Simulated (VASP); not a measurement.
# SiNi (P2_13) in VASP: notebook, part 2 of 2

VASP 6.6.1.

**4. Single point, PBE (10.49 Å³/atom)**

This run uses another cell than the first one, of 10.49 Å³/atom.

Contents of INCAR:

```
PREC = Accurate
ENCUT = 520
EDIFF = 1E-6
ISMEAR = 0
SIGMA = 0.1
LREAL = F
LASPH = T
NELM = 100
ALGO = Normal
ISIF = 2
LWAVE = F
LCHARG = F
GGA = PE
NBANDS = 38
```

Contents of KPOINTS:

```
Automatic mesh
0
Gamma
  8 8 8
```

Contents of POSCAR:

```
SiNi
1.0
    4.3787670528      0.0000000000      0.0000000000
    0.0000000000      4.3787670528      0.0000000000
    0.0000000000      0.0000000000      4.3787670528
Si Ni
4 4
Direct
    0.8470091312      0.8470091312      0.8470091312
    0.6529908688      0.1529908688      0.3470091312
    0.3470091312      0.6529908688      0.1529908688
    0.1529908688      0.3470091312      0.6529908688
    0.1501313913      0.1501313913      0.1501313913
    0.3498686087      0.8498686087      0.6501313913
    0.6501313913      0.3498686087      0.8498686087
    0.8498686087      0.6501313913      0.3498686087
```

Potentials or basis: VASP PAW PBE potentials, release 64 (Si, Ni).

Run with:

```
> cat potpaw_PBE.64/Si/POTCAR potpaw_PBE.64/Ni/POTCAR > POTCAR
> mpirun -np 1 vasp_std > vasp.out
```

OUTCAR:

```text
PREC = Accurate
   ENCUT = 520
   EDIFF = 1E-6
   ISMEAR = 0
   LREAL = F
   LASPH = T
   NELM = 100
   ISIF = 2
   GGA = PE

 ion  position               nearest neighbor table
   1  0.847  0.847  0.847-   5 2.30   6 2.34   7 2.34   8 2.34   7 2.36   8 2.36   6 2.36   3 2.70
                             4 2.70   2 2.70   2 2.70   4 2.70   3 2.70
   2  0.653  0.153  0.347-   6 2.30   5 2.34   7 2.34   8 2.34   7 2.36   8 2.36   5 2.36   1 2.70
                             1 2.70   3 2.70   3 2.70   4 2.70   4 2.70
   3  0.347  0.653  0.153-   7 2.30   6 2.34   5 2.34   8 2.34   8 2.36   6 2.36   5 2.36   1 2.70
                             4 2.70   2 2.70   2 2.70   4 2.70   1 2.70
[... 1210 lines left out ...]
  external PRESSURE =     212.3091754 kB  Pullay stress =       0.0000000 kB

 VOLUME and BASIS-vectors are now :
 -----------------------------------------------------------------------------
  energy-cutoff  :      520.00
  volume of cell :       83.96
      direct lattice vectors                 reciprocal lattice vectors
     4.378767053  0.000000000  0.000000000     0.228374789  0.000000000  0.000000000
     0.000000000  4.378767053  0.000000000     0.000000000  0.228374789  0.000000000
     0.000000000  0.000000000  4.378767053     0.000000000  0.000000000  0.228374789

 POSITION                                       TOTAL-FORCE (eV/Angst)
 -----------------------------------------------------------------------------------
      3.70886      3.70886      3.70886         0.001815      0.001815      0.001815
      2.85929      0.66991      1.51947        -0.001815     -0.001815      0.001815
      1.51947      2.85929      0.66991         0.001815     -0.001815     -0.001815
      0.66991      1.51947      2.85929        -0.001815      0.001815     -0.001815
      0.65739      0.65739      0.65739        -0.000469     -0.000469     -0.000469
      1.53199      3.72138      2.84677         0.000469      0.000469     -0.000469
      2.84677      1.53199      3.72138        -0.000469      0.000469      0.000469
      3.72138      2.84677      1.53199         0.000469     -0.000469      0.000469
 -----------------------------------------------------------------------------------
    total drift:                                0.000000      0.000000     -0.000000

  FREE ENERGIE OF THE ION-ELECTRON SYSTEM (eV)
  ---------------------------------------------------
  free  energy   TOTEN  =       -46.3333576205 eV

  energy  without entropy=      -46.3225741546  energy(sigma->0) =      -46.32796589
```

OSZICAR:

```text
N       E                     dE             d eps       ncg     rms          rms(c)
DAV:   1     0.383064209952E+03    0.38306E+03   -0.24411E+04  3420   0.181E+03
DAV:   2    -0.194186885702E+02   -0.40248E+03   -0.38576E+03  3426   0.380E+02
DAV:   3    -0.513754029305E+02   -0.31957E+02   -0.30759E+02  3830   0.126E+02
DAV:   4    -0.524443960988E+02   -0.10690E+01   -0.10620E+01  4152   0.215E+01
DAV:   5    -0.524776587929E+02   -0.33263E-01   -0.33252E-01  4234   0.358E+00    0.291E+01
DAV:   6    -0.566184160496E+02   -0.41408E+01   -0.98582E+01  4082   0.145E+02    0.295E+01
DAV:   7    -0.462533418143E+02    0.10365E+02   -0.34949E+01  3982   0.971E+01    0.672E+00
DAV:   8    -0.464601028958E+02   -0.20676E+00   -0.38528E+00  4972   0.120E+01    0.390E+00
DAV:   9    -0.463342915442E+02    0.12581E+00   -0.37315E-01  4078   0.893E+00    0.720E-01
DAV:  10    -0.463342398396E+02    0.51705E-04   -0.24927E-02  3856   0.114E+00    0.334E-01
DAV:  11    -0.463334535202E+02    0.78632E-03   -0.22738E-03  5646   0.641E-01    0.840E-02
DAV:  12    -0.463333888494E+02    0.64671E-04   -0.32263E-04  4174   0.129E-01    0.520E-02
DAV:  13    -0.463333578273E+02    0.31022E-04   -0.97703E-05  5282   0.135E-01    0.228E-02
DAV:  14    -0.463333575282E+02    0.29911E-06   -0.20461E-05  5062   0.536E-02    0.674E-03
DAV:  15    -0.463333576205E+02   -0.92337E-07   -0.52707E-07  2196   0.500E-03
   1 F= -.46333358E+02 E0= -.46327966E+02  d E =-.107835E-01
```

It took 61 s on 1 thread of Intel Xeon 6975P-C (Granite Rapids), shared host; peak memory 0.26 GiB.

Results:

```
Free energy            : -46.3334 eV
Pressure               : 21.2 GPa
Largest force          : 0.003 eV/Å
Band gap on the k mesh : zero (bands 28 and 29 overlap by 1.33 eV)
```

Forces in eV/Å, atoms in the order of the input:
```
Si   0.002  0.002  0.002
Si  -0.002 -0.002  0.002
Si   0.002 -0.002 -0.002
Si  -0.002  0.002 -0.002
Ni   0.000  0.000  0.000
Ni   0.000  0.000  0.000
Ni   0.000  0.000  0.000
Ni   0.000  0.000  0.000
```

Caveat: the cell stands under pressure. Spin polarisation is off, so any magnetic state and its effect on volume and gap are missing.

**5. Single point, PBE (10.84 Å³/atom)**

This run uses another cell than the first one, of 10.84 Å³/atom.

Contents of INCAR:

```
ALGO     = Normal         # electronic algorithm
EDIFF    = 1E-7           # SCF threshold, eV
ENCUT    = 520            # plane-wave cutoff, eV
GGA      = PE             # functional
ISIF     = 2              # what is computed and relaxed
ISMEAR   = 0              # smearing method
LASPH    = T              # aspherical terms in the spheres
LCHARG   = F              # write CHGCAR
LREAL    = F              # projectors in reciprocal space
LWAVE    = F              # write WAVECAR
NBANDS   = 38             # bands
NELM     = 60             # most SCF steps
PREC     = Accurate       # precision mode
SIGMA    = 0.1            # smearing width, eV
```

Contents of KPOINTS:

```
k-points
0
Gamma
  8 8 8
```

Contents of POSCAR:

```
SiNi
1.0
    4.4263660760      0.0000000000      0.0000000000
    0.0000000000      4.4263660760      0.0000000000
    0.0000000000      0.0000000000      4.4263660760
Si Ni
4 4
Direct
    0.8468046432      0.8468046432      0.8468046432
    0.6531953568      0.1531953568      0.3468046432
    0.3468046432      0.6531953568      0.1531953568
    0.1531953568      0.3468046432      0.6531953568
    0.1497983019      0.1497983019      0.1497983019
    0.3502016981      0.8502016981      0.6497983019
    0.6497983019      0.3502016981      0.8502016981
    0.8502016981      0.6497983019      0.3502016981
```

Run with:

```
> cat potpaw_PBE.64/Si/POTCAR potpaw_PBE.64/Ni/POTCAR > POTCAR
> mpirun -np 1 vasp_std > vasp.out
```

It took 66 s on 1 thread of Intel Xeon 6975P-C (Granite Rapids), shared host; peak memory 0.27 GiB.

Results (log left out):

| Quantity | Value |
| --- | --- |
| Free energy | -46.6268 eV |
| Pressure | 12.9 GPa |
| Largest force | 0.007 eV/Å |
| Band gap on the k mesh | zero (bands 28 and 29 overlap by 1.27 eV) |

Forces on the atoms (eV/Å):
```
Si   0.004  0.004  0.004
Si  -0.004 -0.004  0.004
Si   0.004 -0.004 -0.004
Si  -0.004  0.004 -0.004
Ni  -0.002 -0.002 -0.002
Ni   0.002  0.002 -0.002
Ni  -0.002  0.002  0.002
Ni   0.002 -0.002  0.002
```

Levels at points of the mesh, in eV from the Fermi level:
| k point | band 26 | band 27 | band 28 | band 29 | band 30 | band 31 |
| --- | --- | --- | --- | --- | --- | --- |
| (0.00, 0.00, 0.00) | -1.74 | -1.74 | 1.09 | 1.09 | 1.09 | 1.39 |
| (0.50, 0.00, 0.00) | -2.14 | -0.68 | -0.68 | -0.18 | -0.18 | 2.85 |
| (0.50, 0.50, 0.00) | -1.65 | -1.04 | -1.04 | 0.40 | 0.40 | 0.91 |
| (0.50, 0.50, 0.50) | -1.91 | -1.91 | -1.91 | 4.42 | 4.42 | 4.42 |

Caveat: the cell stands under pressure.

**6. Single point, PBE (11.19 Å³/atom)**

This run uses another cell than the first one, of 11.19 Å³/atom.

Contents of INCAR:

```
SYSTEM = SiNi
PREC = Accurate ; ENCUT = 520
EDIFF = 1E-6 ; ISMEAR = 0
SIGMA = 0.1 ; LREAL = .False.
LASPH = .True. ; NELM = 80
ALGO = Normal ; ISIF = 2
LWAVE = .False. ; LCHARG = .True.
GGA = PE ; LELF = .True.
LVHAR = .True. ; NBANDS = 38
```

Contents of KPOINTS:

```
regular mesh
0
Gamma
  8 8 8
  0 0 0
```

Contents of POSCAR:

```
SiNi
1.0
    4.4729628273      0.0000000000      0.0000000000
    0.0000000000      4.4729628273      0.0000000000
    0.0000000000      0.0000000000      4.4729628273
Si Ni
4 4
Direct
    0.8464760898      0.8464760898      0.8464760898
    0.6535239102      0.1535239102      0.3464760898
    0.3464760898      0.6535239102      0.1535239102
    0.1535239102      0.3464760898      0.6535239102
    0.1489153783      0.1489153783      0.1489153783
    0.3510846217      0.8510846217      0.6489153783
    0.6489153783      0.3510846217      0.8510846217
    0.8510846217      0.6489153783      0.3510846217
```

Potentials or basis: VASP PAW PBE potentials, release 64 (Si, Ni).

Run with:

```
> cat potpaw_PBE.64/Si/POTCAR potpaw_PBE.64/Ni/POTCAR > POTCAR
> mpirun -np 1 vasp_std > vasp.out
```

It took 63 s on 1 thread of Intel Xeon 6975P-C (Granite Rapids), shared host; peak memory 0.27 GiB.

Results (log left out):

| Property | Result |
| --- | --- |
| Free energy | -46.7881 eV |
| Pressure | 5.9 GPa |
| Largest force | 0.015 eV/Å |
| Band gap on the k mesh | zero (bands 28 and 29 overlap by 1.21 eV) |

Forces in eV/Å, atoms in the order of the input:
```
Si   0.009  0.009  0.009
Si  -0.009 -0.009  0.009
Si   0.009 -0.009 -0.009
Si  -0.009  0.009 -0.009
Ni   0.008  0.008  0.008
Ni  -0.008 -0.008  0.008
Ni   0.008 -0.008 -0.008
Ni  -0.008  0.008 -0.008
```

Levels at points of the mesh, in eV from the Fermi level:
```tsv
k point	band 24	band 25	band 26	band 27	band 28	band 29	band 30	band 31	band 32	band 33
(0.00, 0.00, 0.00)	-2.29	-1.64	-1.64	-1.64	1.03	1.03	1.03	1.40	1.40	2.04
(0.50, 0.00, 0.00)	-2.16	-2.02	-2.02	-0.62	-0.62	-0.18	-0.18	2.81	2.81	2.94
(0.50, 0.50, 0.00)	-2.46	-1.55	-1.55	-0.98	-0.98	0.37	0.37	0.90	0.90	3.95
(0.50, 0.50, 0.50)	-2.70	-1.81	-1.81	-1.81	-1.81	4.28	4.28	4.28	4.28	4.58
```

Caveat: the cell stands under pressure.

**7. The runs side by side**

```csv
cell,k mesh,gap on the mesh (eV),pressure (GPa),largest force (eV/Å)
"a = 4.520 Å, 8 atoms, atomic positions A",4 × 4 × 4,none,0.0,-
"a = 4.330 Å, 8 atoms, atomic positions B",8 × 8 × 8,none,31.1,-
"a = 4.379 Å, 8 atoms, atomic positions B",8 × 8 × 8,none,21.2,-
"a = 4.426 Å, 8 atoms, atomic positions A",8 × 8 × 8,none,12.9,0.01
"a = 4.473 Å, 8 atoms, atomic positions A",8 × 8 × 8,none,5.9,0.02
```

Alike in all rows: task single point; level PBE; potentials or basis VASP PAW PBE potentials, release 64 (Si, Ni); no spin polarisation; cutoff (eV) 520; smearing gaussian 0.1 eV.

Caveats: the cell stands under pressure (at least some runs).

Total energies depend on the potentials used, so only differences within one code and one set of settings carry meaning.
